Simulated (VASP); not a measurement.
Wanted: the native input for a VASP 6.6.1 run.

```yaml
Task: relaxation of cell and atoms
Functional: PBE
Potentials_or_basis: VASP PAW PBE potentials, release 64 (Au, Pt, Rb_sv, F)
Cutoff: 600 eV
k_mesh: 5 × 5 × 5
Occupations: gaussian, width 0.0718 eV
Spin: no spin polarisation
Dipole_correction: no
Further_INCAR_settings: ALGO = Normal; EDIFF = 1e-07; IBRION = 2; EDIFFG = -0.03; NSW = 80; ISIF = 3
```

The structure of Rb2PtAuF6 lies in POSCAR:

```
Rb2PtAuF6
1.0
    0.0000000000      4.2525210000      4.2525210000
    4.2525210000      0.0000000000      4.2525210000
    4.2525210000      4.2525210000      0.0000000000
Au Pt Rb F
1 1 2 6
Direct
    0.5000000000      0.5000000000      0.5000000000
    0.0000000000      0.0000000000      0.0000000000
    0.2500000000      0.2500000000      0.2500000000
    0.7500000000      0.7500000000      0.7500000000
    0.7660000000      0.2340000000      0.2340000000
    0.2340000000      0.7660000000      0.2340000000
    0.2340000000      0.7660000000      0.7660000000
    0.7660000000      0.2340000000      0.7660000000
    0.2340000000      0.2340000000      0.7660000000
    0.7660000000      0.7660000000      0.2340000000
```

The input as run:

INCAR

```
PREC = Accurate
ENCUT = 600
EDIFF = 1E-7
ISMEAR = 0
SIGMA = 0.0718
LREAL = False
LASPH = True
NELM = 100
ALGO = Normal
ISIF = 3
LWAVE = False
LCHARG = False
GGA = PE
IBRION = 2
NSW = 80
EDIFFG = -0.03
```

KPOINTS

```
regular mesh
0
Gamma
  5 5 5
```

Potentials or basis: VASP PAW PBE potentials, release 64 (Au, Pt, Rb_sv, F).

Command:

```console
$ cat potpaw_PBE.64/Au/POTCAR potpaw_PBE.64/Pt/POTCAR potpaw_PBE.64/Rb_sv/POTCAR potpaw_PBE.64/F/POTCAR > POTCAR
$ mpirun -np 1 vasp_std > vasp.out
```

Results of the run:

* Relaxed volume: 18.40 Å³/atom
* Relaxed cell: a = 6.384 Å, b = 6.384 Å, c = 6.384 Å, α = 60.00°, β = 60.00°, γ = 60.00°
* Space group after relaxing (to 0.05 Å): Fm-3m (No. 225)
* Energy gained by relaxing: 112.3 meV/atom
* Ionic steps: 7
* Pressure after relaxing: 0.0 GPa
* Largest force after relaxing: 0.005 eV/Å

Caveat: the volume moved by over 15 % at a fixed basis, so the end points are rough; an odd number of electrons without spin polarisation forces a metal; a magnetic or distorted state may lie lower.

Wall time 6.6 min on 1 thread of AMD EPYC 9R45 96-Core Processor (Zen 5) (shared host), peak memory 0.37 GiB.
